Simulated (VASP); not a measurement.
# Hf5F (P-43m) in VASP: further runs, part 2 of 2

VASP 6.6.1. Earlier steps stand in the parts before.

### 4 Single point, PBE

This run uses another cell than the first one, of 24.57 Å³/atom.

Input file INCAR:

```
ALGO     = Normal         # electronic algorithm
EDIFF    = 1E-6           # SCF threshold, eV
ENCUT    = 520            # plane-wave cutoff, eV
GGA      = PE             # functional
ISIF     = 2              # what is computed and relaxed
ISMEAR   = 0              # smearing method
LASPH    = True           # aspherical terms in the spheres
LCHARG   = False          # write CHGCAR
LREAL    = False          # projectors in reciprocal space
LWAVE    = False          # write WAVECAR
NBANDS   = 38             # bands
NELM     = 80             # most SCF steps
PREC     = Accurate       # precision mode
SIGMA    = 0.1            # smearing width, eV
```

Input file KPOINTS:

```
k-points
0
Gamma
  8 8 8
```

Input file POSCAR:

```
Hf5F
1.0
    5.2830073393      0.0000000000      0.0000000000
    0.0000000000      5.2830073393      0.0000000000
    0.0000000000      0.0000000000      5.2830073393
Hf F
5 1
Direct
    0.2726499992      0.2726499992      0.2726499992
    0.7273500008      0.7273500008      0.2726499992
    0.7273500008      0.2726499992      0.7273500008
    0.2726499992      0.7273500008      0.7273500008
    0.0000000000      0.0000000000      0.0000000000
    0.5000000000      0.5000000000      0.5000000000
```

Launch:

```console
$ cat potpaw_PBE.64/Hf_pv/POTCAR potpaw_PBE.64/F/POTCAR > POTCAR
$ mpirun -np 1 vasp_std > vasp.out
```

Run time: 1.7 min. Hardware: 1 thread of Intel Xeon 6975P-C (Granite Rapids), shared host; peak memory 0.31 GiB.

The run converged. Its results:

```
Free energy            : -45.8901 eV
Pressure               : -0.7 GPa
Largest force          : 0.087 eV/Å
Band gap on the k mesh : zero (an odd number of electrons rules out a gap without spin polarisation)
```

Forces on the atoms (eV/Å):
```
Hf   0.050  0.050  0.050
Hf  -0.050 -0.050  0.050
Hf  -0.050  0.050 -0.050
Hf   0.050 -0.050 -0.050
Hf   0.000  0.000  0.000
F    0.000  0.000  0.000
```

Levels at points of the mesh, in eV from the Fermi level:
```csv
k point,band 26,band 27,band 28,band 29,band 30,band 31
"(0.00, 0.00, 0.00)",-0.50,-0.48,-0.48,0.70,0.70,0.70
"(0.50, 0.00, 0.00)",-1.08,-0.93,-0.74,-0.31,0.16,0.41
"(0.50, 0.50, 0.00)",-1.00,-0.95,-0.88,-0.18,-0.18,0.40
"(0.50, 0.50, 0.50)",-1.17,-1.17,-1.17,0.13,0.13,0.13
```

Caveat: spin-orbit coupling is left out, which moves the levels of the heavy elements.

### 5 Relaxation of cell and atoms, PBE

Input file INCAR:

```
SYSTEM = Hf5F
ALGO = Normal ; EDIFF = 1E-7
EDIFFG = -0.04 ; ENCUT = 600
GGA = PE ; IBRION = 2
ISIF = 3 ; ISMEAR = 0
LASPH = .True. ; LCHARG = .False.
LREAL = .False. ; LWAVE = .False.
NELM = 60 ; NSW = 90
PREC = Accurate ; SIGMA = 0.1
```

Input file KPOINTS:

```
k-points
0
Gamma
  4 4 4
  0 0 0
```

Input file POSCAR:

```
Hf5F
1.0
    5.0540727900      0.0000000000      0.0000000000
    0.0000000000      5.0540727900      0.0000000000
    0.0000000000      0.0000000000      5.0540727900
Hf F
5 1
Direct
    0.3254794800      0.3254794800      0.3254794800
    0.6745205200      0.6745205200      0.3254794800
    0.6745205200      0.3254794800      0.6745205200
    0.3254794800      0.6745205200      0.6745205200
    0.0000000000      0.0000000000      0.0000000000
    0.5000000000      0.5000000000      0.5000000000
```

Launch:

```console
$ cat potpaw_PBE.64/Hf_pv/POTCAR potpaw_PBE.64/F/POTCAR > POTCAR
$ mpirun -np 1 vasp_std > vasp.out
```

Run time: 9 min. Hardware: 1 thread of Intel Xeon 6975P-C (Granite Rapids), shared host; peak memory 0.27 GiB.

It converged, with:

```
Free energy                           : -45.9540 eV
Relaxed volume                        : 24.24 Å³/atom
Relaxed cell                          : a = 5.259 Å, b = 5.259 Å, c = 5.259 Å, α = 90.00°, β = 90.00°, γ = 90.00°
Space group after relaxing (to 0.1 Å) : P-43m (No. 215)
Pressure after relaxing               : 0.1 GPa
Largest force after relaxing          : 0.027 eV/Å
Band gap on the k mesh                : zero (an odd number of electrons rules out a gap without spin polarisation)
```

Forces on the atoms (eV/Å):
```
Hf  -0.016 -0.016 -0.016
Hf   0.016  0.016 -0.016
Hf   0.016 -0.016  0.016
Hf  -0.016  0.016  0.016
Hf   0.000  0.000  0.000
F    0.000  0.000  0.000
```

Final structure:
```xyz
6
Lattice="5.2592 0.0000 0.0000 0.0000 5.2592 0.0000 0.0000 0.0000 5.2592" Properties=species:S:1:pos:R:3 pbc="T T T"
Hf    1.4351    1.4351    1.4351
Hf    3.8241    3.8241    1.4351
Hf    3.8241    1.4351    3.8241
Hf    1.4351    3.8241    3.8241
Hf    0.0000    0.0000    0.0000
F     2.6296    2.6296    2.6296
```

Levels at points of the mesh, in eV from the Fermi level:
```tsv
k point	band 25	band 26	band 27	band 28	band 29	band 30	band 31	band 32
(0.00, 0.00, 0.00)	-2.40	-0.48	-0.48	-0.47	0.73	0.73	0.73	1.53
(0.50, 0.00, 0.00)	-1.34	-1.10	-0.93	-0.74	-0.30	0.19	0.41	0.41
(0.50, 0.50, 0.00)	-1.01	-1.01	-0.97	-0.90	-0.17	-0.17	0.39	0.73
(0.50, 0.50, 0.50)	-1.54	-1.19	-1.19	-1.19	0.14	0.14	0.14	0.71
```

Caveat: spin-orbit coupling is left out, which moves the levels of the heavy elements.

### 6 Relaxation of cell and atoms, PBE

This run uses another cell than the first one, of 24.50 Å³/atom.

Input file INCAR:

```
SYSTEM = Hf5F
ALGO = Normal ; EDIFF = 1E-7
EDIFFG = -0.01 ; ENCUT = 600
GGA = PE ; IBRION = 2
ISIF = 3 ; ISMEAR = 0
LASPH = .TRUE. ; LCHARG = .FALSE.
LREAL = .FALSE. ; LWAVE = .FALSE.
NELM = 60 ; NSW = 100
PREC = Accurate ; SIGMA = 0.1
```

Input file KPOINTS:

```
k-points
0
G
  8 8 8
  0 0 0
```

Input file POSCAR:

```
Hf5F
1.0
    5.2779025006      0.0000000000      0.0000000000
    0.0000000000      5.2779025006      0.0000000000
    0.0000000000      0.0000000000      5.2779025006
Hf F
5 1
Direct
    0.2724868187      0.2724868187      0.2724868187
    0.7275131813      0.7275131813      0.2724868187
    0.7275131813      0.2724868187      0.7275131813
    0.2724868187      0.7275131813      0.7275131813
    0.0000000000      0.0000000000      0.0000000000
    0.5000000000      0.5000000000      0.5000000000
```

Potentials or basis: VASP PAW PBE potentials, release 64 (Hf_pv, F).

Launch:

```console
$ cat potpaw_PBE.64/Hf_pv/POTCAR potpaw_PBE.64/F/POTCAR > POTCAR
$ mpirun -np 1 vasp_std > vasp.out
```

Run time: 3.7 min. Hardware: 1 thread of Intel Xeon 6975P-C (Granite Rapids), shared host; peak memory 0.37 GiB.

It converged, with:

* Free energy: -45.8974 eV
* Relaxed volume: 24.32 Å³/atom
* Relaxed cell: a = 5.264 Å, b = 5.264 Å, c = 5.264 Å, α = 90.00°, β = 90.00°, γ = 90.00°
* Space group after relaxing (to 0.1 Å): P-43m (No. 215)
* Energy gained by relaxing: 0.5 meV/atom
* Ionic steps: 3
* Pressure after relaxing: 0.0 GPa
* Largest force after relaxing: 0.009 eV/Å
* Band gap on the k mesh: zero (an odd number of electrons rules out a gap without spin polarisation)

Forces on the atoms (eV/Å):
```
Hf   0.005  0.005  0.005
Hf  -0.005 -0.005  0.005
Hf  -0.005  0.005 -0.005
Hf   0.005 -0.005 -0.005
Hf   0.000  0.000  0.000
F    0.000  0.000  0.000
```

Step by step:
```tsv
step	energy change (eV)	largest force (eV/Å)	pressure (GPa)	volume (Å³)
1	0.0000	0.1164	-0.58	147.02
2	-0.0015	0.0678	0.44	145.15
3	-0.0028	0.0085	0.02	145.91
```

Final structure:
```
CELL_PARAMETERS angstrom
5.26450 0.00000 0.00000
0.00000 5.26450 0.00000
0.00000 0.00000 5.26450
ATOMIC_POSITIONS crystal
Hf 0.27285 0.27285 0.27285
Hf 0.72715 0.72715 0.27285
Hf 0.72715 0.27285 0.72715
Hf 0.27285 0.72715 0.72715
Hf 0.00000 0.00000 0.00000
F 0.50000 0.50000 0.50000
```

Levels at points of the mesh, in eV from the Fermi level:
| k point | band 24 | band 25 | band 26 | band 27 | band 28 | band 29 | band 30 | band 31 | band 32 | band 33 |
| --- | --- | --- | --- | --- | --- | --- | --- | --- | --- | --- |
| (0.00, 0.00, 0.00) | -2.40 | -2.40 | -0.49 | -0.49 | -0.49 | 0.72 | 0.72 | 0.72 | 1.52 | 1.52 |
| (0.50, 0.00, 0.00) | -1.63 | -1.34 | -1.10 | -0.94 | -0.75 | -0.31 | 0.17 | 0.40 | 0.40 | 1.05 |
| (0.50, 0.50, 0.00) | -1.89 | -1.02 | -1.02 | -0.97 | -0.90 | -0.18 | -0.18 | 0.38 | 0.72 | 0.72 |
| (0.50, 0.50, 0.50) | -1.54 | -1.54 | -1.19 | -1.19 | -1.19 | 0.13 | 0.13 | 0.13 | 0.69 | 0.69 |

Caveat: spin-orbit coupling is left out, which moves the levels of the heavy elements.

### 7 Overview

| task | cell | k mesh | cutoff (eV) | gap on the mesh (eV) | pressure (GPa) | relaxed volume (Å³/atom) | largest force (eV/Å) |
| --- | --- | --- | --- | --- | --- | --- | --- |
| single point | a = 5.054 Å, 6 atoms, atomic positions A | 4 × 4 × 4 | 520 | none | 99.4 | - | 43.77 |
| single point | a = 5.278 Å, 6 atoms, atomic positions B | 4 × 4 × 4 | 520 | none | -0.8 | - | 0.09 |
| single point | a = 5.283 Å, 6 atoms, atomic positions C | 8 × 8 × 8 | 520 | none | -0.7 | - | 0.09 |
| relaxation of cell and atoms | relaxed from a = 5.054 Å, 6 atoms, atomic positions A | 4 × 4 × 4 | 600 | none | 0.1 | 24.24 | 0.03 |
| relaxation of cell and atoms | relaxed from a = 5.278 Å, 6 atoms, atomic positions B | 8 × 8 × 8 | 600 | none | 0.0 | 24.32 | 0.01 |

Alike in all rows: level PBE; potentials or basis VASP PAW PBE potentials, release 64 (Hf_pv, F); no spin polarisation; smearing gaussian 0.1 eV.

Caveats: spin-orbit coupling is left out, which moves the levels of the heavy elements; the cell stands under pressure (at least some runs); forces of over 1 eV/Å act on the atoms, so gaps and moduli don't describe the material at rest (at least some runs).

Absolute energies hang on the potentials; compare differences alone.
